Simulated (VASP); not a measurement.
Input of a VASP 6.6.1 run:

Contents of INCAR:

```
PREC = Accurate ; ENCUT = 520
EDIFF = 1E-6 ; ISMEAR = -1
SIGMA = 0.1 ; LREAL = F
LASPH = T ; NELM = 80
ALGO = Normal ; ISIF = 2
LWAVE = F ; LCHARG = F
NBANDS = 18
```

File KPOINTS:

```
regular mesh
0
Gamma
  18 18 9
```

The input POSCAR:

```
Cu
1.0
   -1.7153621275      1.4132253864      1.2578775195
    1.4132253864     -1.7153621275      1.2578775195
    3.2093005444      3.2093005444     -1.8112415142
Cu
2
Direct
    0.9586702959      0.0413297041      1.0000000000
    0.7913297041      0.2086702959      0.5000000000
```

Potentials or basis: VASP PAW LDA potentials, release 64 (Cu).

Launch:

```sh
$ cat potpaw_LDA.64/Cu/POTCAR > POTCAR
$ mpirun -np 1 vasp_std > vasp.out
```

(1) What does it give for the pressure?

(2) Predict the band gap on the k mesh.

Answers

(1) -10.7 GPa.

(2) zero (bands 11 and 12 overlap by 5.98 eV).

Caveat: the cell stands under tension.
